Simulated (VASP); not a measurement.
# SeF2 (P4/nmm) in VASP: single point with r2SCAN

Aim: the single point of SeF2 with r2SCAN.

Everything below comes from runs of VASP 6.6.1. Logs are shortened: lines on timing, memory, paths and dates and some standing lists are left out, and cuts for length are marked.

### Step 1. The cell of the first run

The structure is tetragonal, space group P4/nmm (No. 129). The conventional cell has a = 3.097 Å, b = 3.097 Å, c = 9.022 Å, α = 90.00°, β = 90.00°, γ = 90.00°. F (site symmetry 4mm) has 4 Se at 2.45 Å and 9 F at 2.66 to 3.10 Å within 3.2 Å. F (site symmetry 4mm) has 13 F at 2.60 to 3.10 Å and 1 Se at 2.61 Å within 3.4 Å. Within 3.2 Å of Se (site symmetry 4mm) lie 5 F at 2.45 to 2.61 Å and 4 Se at 3.10 Å.

### Step 2. Single point, r2SCAN

POSCAR

```
SeF2
1.0
    3.0969440000      0.0000000000      0.0000000000
    0.0000000000      3.0969440000      0.0000000000
    0.0000000000      0.0000000000      9.0219710000
F Se
4 2
Direct
    0.2500000000      0.2500000000      0.7553000000
    0.7500000000      0.7500000000      0.2447000000
    0.2500000000      0.2500000000      0.0776000000
    0.7500000000      0.7500000000      0.9224000000
    0.2500000000      0.2500000000      0.3665000000
    0.7500000000      0.7500000000      0.6335000000
```

INCAR.step1

```
ALGO     = Normal         # electronic algorithm
EDIFF    = 1E-4           # SCF threshold, eV
ENCUT    = 520            # plane-wave cutoff, eV
GGA      = PE             # functional
ISMEAR   = -1             # smearing method
LASPH    = T              # aspherical terms in the spheres
LCHARG   = F              # write CHGCAR
LREAL    = F              # projectors in reciprocal space
LWAVE    = T              # write WAVECAR
NBANDS   = 29             # bands
NELM     = 100            # most SCF steps
PREC     = Accurate       # precision mode
SIGMA    = 0.0462         # smearing width, eV
```

INCAR.step2

```
ALGO     = Normal         # electronic algorithm
EDIFF    = 1E-7           # SCF threshold, eV
ENCUT    = 520            # plane-wave cutoff, eV
ISIF     = 2              # what is computed and relaxed
ISMEAR   = -1             # smearing method
ISTART   = 1            
LASPH    = T              # aspherical terms in the spheres
LCHARG   = F              # write CHGCAR
LMIXTAU  = T            
LREAL    = F              # projectors in reciprocal space
LWAVE    = F              # write WAVECAR
METAGGA  = R2SCAN         # meta-GGA
NBANDS   = 29             # bands
NELM     = 100            # most SCF steps
PREC     = Accurate       # precision mode
SIGMA    = 0.0462         # smearing width, eV
```

KPOINTS

```
k-points
0
Gamma
  11 11 4
```

Potentials or basis: VASP PAW PBE potentials, release 64 (F, Se).

Command:

```bash
$ cat potpaw_PBE.64/F/POTCAR potpaw_PBE.64/Se/POTCAR > POTCAR
$ cp INCAR.step1 INCAR
$ mpirun -np 1 vasp_std > vasp.out
$ cp INCAR.step2 INCAR
$ mpirun -np 1 vasp_std > vasp.out
```

OUTCAR:

```text
EDIFF = 1E-7
   ENCUT = 520
   ISIF = 2
   ISMEAR = -1
   ISTART = 1
   LASPH = T
   LREAL = F
   METAGGA = R2SCAN
   NELM = 100
   PREC = Accurate

 ion  position               nearest neighbor table
   1  0.250  0.250  0.755-
   2  0.750  0.750  0.245-
   3  0.250  0.250  0.078-
   4  0.750  0.750  0.922-
   5  0.250  0.250  0.367-
   6  0.750  0.750  0.633-

  LATTYP: Found a simple tetragonal cell.
 ALAT       =     3.0969440000
 C/A-ratio  =     2.9131850624

  Lattice vectors:

 A1 = (   3.0969440000,   0.0000000000,   0.0000000000)
 A2 = (   0.0000000000,   3.0969440000,   0.0000000000)
 A3 = (   0.0000000000,   0.0000000000,   9.0219710000)

Analysis of symmetry for initial positions (statically):
=====================================================================
 Subroutine PRICEL returns:
 Original cell was already a primitive cell.

 Routine SETGRP: Setting up the symmetry group for a
 simple tetragonal supercell.

 Subroutine GETGRP returns: Found 16 space group operations
 (whereof  4 operations were pure point group operations)
 out of a pool of 16 trial point group operations.

The static configuration has the point symmetry C_2h.
 The point group associated with its full space group is D_4h.

Analysis of symmetry for dynamics (positions and initial velocities):
=====================================================================
 Subroutine PRICEL returns:
 Original cell was already a primitive cell.

 Routine SETGRP: Setting up the symmetry group for a
 simple tetragonal supercell.

 Subroutine GETGRP returns: Found 16 space group operations
 (whereof  4 operations were pure point group operations)
 out of a pool of 16 trial point group operations.

The dynamic configuration has the point symmetry C_2h.
 The point group associated with its full space group is D_4h.

 Subroutine INISYM returns: Found 16 space group operations
 (whereof  4 operations are pure point group operations),
 and found     1 'primitive' translations

----------------------------------------------------------------------------------------

[... 90 lines left out ...]
 SYSTEM =  unknown system
   PREC   = accura    normal or accurate (medium, high low for compatibility)
   ISTART =      1    job   : 0-new  1-cont  2-samecut
   ICHARG =      0    charge: 1-file 2-atom 10-const
   ISPIN  =      1    spin polarized calculation?
   LNONCOLLINEAR =      F non collinear calculations
   LSORBIT =      F    spin-orbit coupling
   LASPH  =      T    aspherical Exc in radial PAW
   ENCUT  =  520.0 eV  38.22 Ry    6.18 a.u.   5.76  5.76 16.77*2*pi/ulx,y,z
   NELM   =    100;   NELMIN=  2; NELMDL=  0     # of ELM steps
   EDIFF  = 0.1E-06   stopping-criterion for ELM
   LREAL  =      F    real-space projection
   EDIFFG = 0.1E-05   stopping-criterion for IOM
   NSW    =      0    number of steps for IOM
   IBRION =     -1    ionic relax: 0-MD 1-quasi-New 2-CG
   NFREE  =      0    steps in history (QN), initial steepest desc. (CG)
   ISIF   =      2    stress and relaxation
   ISYM   =      2    0-nonsym 1-usesym 2-fastsym
   POTIM  = 0.5000    time-step for ionic-motion
   TEBEG  =    0.0;   TEEND  =   0.0 temperature during run
   PSTRESS=    0.0 pullay stress
   NELECT =      40.0000    total number of electrons
   NUPDOWN=      -1.0000    fix difference up-down
   EMIN   =  10.00;   EMAX   =-10.00  energy-range for DOS
   EFERMI =   0.00;   METHOD = LEGACY
   ISMEAR =    -1;   SIGMA  =   0.05  broadening in eV -4-tet -1-fermi 0-gaus
   EFERMI_NEDOS =   21; number of points for ismear=-14 and -15
   IALGO  =     38    algorithm
   IMIX   =      4    mixing-type and parameters
     AMIX     =   0.40;   BMIX     =  1.00
     AMIX_MAG =   1.60;   BMIX_MAG =  1.00
  volume/ion in A,a.u.               =      14.42        97.32
  Fermi-wavevector in a.u.,A,eV,Ry     =   1.265820  2.392054 21.800635  1.602301
  Thomas-Fermi vector in A             =   2.399054
   LORBIT       =      0    0 simple, 1 ext, 2 COOP (PROOUT), +10 PAW based schemes
   METAGGA = R2SCAN    functional components
   LHFCALC =     F    Hartree Fock is set to
   AEXX    =    0.0000 exact exchange contribution
   IVDW    =     0    specifies the selected vdW correction
   LEPSILON=     F    determine dielectric tensor
   LRPA    =     F    only Hartree local field effects (RPA)
 non-spin polarized calculation
  energy-cutoff  :      520.00
  volume of cell :       86.53
 maximum number of plane-waves:      2350
 NGX is ok and might be reduce to    24
   NGX = 11   NGY = 11   NGZ = 33

 number of electron      40.0000025 magnetization

 Free energy of the ion-electron system (eV)
  ---------------------------------------------------
  ext. energy  EPLUGINS =         0.00000000
  ---------------------------------------------------
  free energy    TOTEN  =       -39.31352844 eV

  energy without entropy =      -39.25978227  energy(sigma->0) =      -39.28665536

 E-fermi :   0.3182     XC(G=0): -10.4848

 val. band max:        0.3177777537   @ k =   0.1818   0.1818   0.2500
 cond. band min:       0.3193361875   @ k =   0.0909   0.0909   0.0000
 fundamental gap:      0.0015584338
 Fermi energy:         0.3182431122

 k-point     1 :       0.0000    0.0000    0.0000
  band No.  band energies     occupation
      1     -23.1761      2.00000
      2     -23.1387      2.00000
      3     -20.8091      2.00000
      4     -20.2109      2.00000
      5     -14.9264      2.00000
      6     -13.1665      2.00000
[... 757 lines left out ...]
     28      13.2017      0.00000
     29      13.5901      0.00000

 [... further k-points ...]
[... 5 lines left out ...]
  --------------------------------------------------------------------------------------
  -------------------------------------------------------------------------------------
  Total       -1.8347178     -1.8347178    -12.0804679      0.0000000      0.0000000      0.0000000
  in kB      -33.9712651    -33.9712651   -223.6795116      0.0000000      0.0000000      0.0000000
  external PRESSURE =     -97.2073473 kB  Pullay stress =       0.0000000 kB

 VOLUME and BASIS-vectors are now :
 -----------------------------------------------------------------------------
  energy-cutoff  :      520.00
  volume of cell :       86.53
      direct lattice vectors                 reciprocal lattice vectors
     3.096944000  0.000000000  0.000000000     0.322898961  0.000000000  0.000000000
     0.000000000  3.096944000  0.000000000     0.000000000  0.322898961  0.000000000
     0.000000000  0.000000000  9.021971000     0.000000000  0.000000000  0.110840525

 POSITION                                       TOTAL-FORCE (eV/Angst)
 -----------------------------------------------------------------------------------
      0.77424      0.77424      6.81429         0.000000      0.000000     -0.724258
      2.32271      2.32271      2.20768         0.000000     -0.000000      0.724258
      0.77424      0.77424      0.70010         0.000000     -0.000000      1.456615
      2.32271      2.32271      8.32187        -0.000000      0.000000     -1.456615
      0.77424      0.77424      3.30655         0.000000     -0.000000     -1.713395
      2.32271      2.32271      5.71542         0.000000      0.000000      1.713395
 -----------------------------------------------------------------------------------
    total drift:                                0.000000      0.000000      0.000000

  FREE ENERGIE OF THE ION-ELECTRON SYSTEM (eV)
  ---------------------------------------------------
  free  energy   TOTEN  =       -39.3135284431 eV

  energy  without entropy=      -39.2597822686  energy(sigma->0) =      -39.28665536
```

OSZICAR.step1:

```text
N       E                     dE             d eps       ncg     rms          rms(c)
DAV:   1     0.231270705694E+03    0.23127E+03   -0.21893E+04  3662   0.129E+03
DAV:   2    -0.112632524726E+02   -0.24253E+03   -0.23615E+03  4814   0.284E+02
[... 11 lines left out ...]
DAV:  14    -0.134668257317E+02   -0.18526E-02   -0.94329E-03  4159   0.595E-01    0.300E+00
DAV:  15    -0.134109126042E+02    0.55913E-01   -0.25404E-01  4604   0.102E+00    0.199E-01
DAV:  16    -0.134132723957E+02   -0.23598E-02   -0.57528E-03  4254   0.332E-01    0.411E-01
DAV:  17    -0.134159845031E+02   -0.27121E-02   -0.53960E-03  4174   0.238E-01    0.826E-01
DAV:  18    -0.134123774557E+02    0.36070E-02   -0.15191E-02  4283   0.227E-01    0.626E-02
DAV:  19    -0.134124698963E+02   -0.92441E-04   -0.12813E-04  2749   0.703E-02
   1 F= -.13412470E+02 E0= -.13384282E+02  d E =-.563759E-01
```

Wall time 6.8 min (1 thread of Intel Xeon Platinum 8259CL at 2.50GHz (Skylake/Cascade Lake), shared host); peak memory 0.28 GiB.

Results:

```
Free energy            : -39.3135 eV
Pressure               : -9.7 GPa
Largest force          : 1.713 eV/Å
Band gap on the k mesh : zero (band 20 reaches 1.19 eV, above the bottom of band 21 at 0.07 eV)
```

Forces on the atoms (eV/Å):
```
F    0.000  0.000 -0.724
F    0.000  0.000  0.724
F    0.000  0.000  1.457
F    0.000  0.000 -1.457
Se   0.000  0.000 -1.713
Se   0.000  0.000  1.713
```

Caveat: the PAW data sets were made with another functional, which shifts forces and pressure a little.
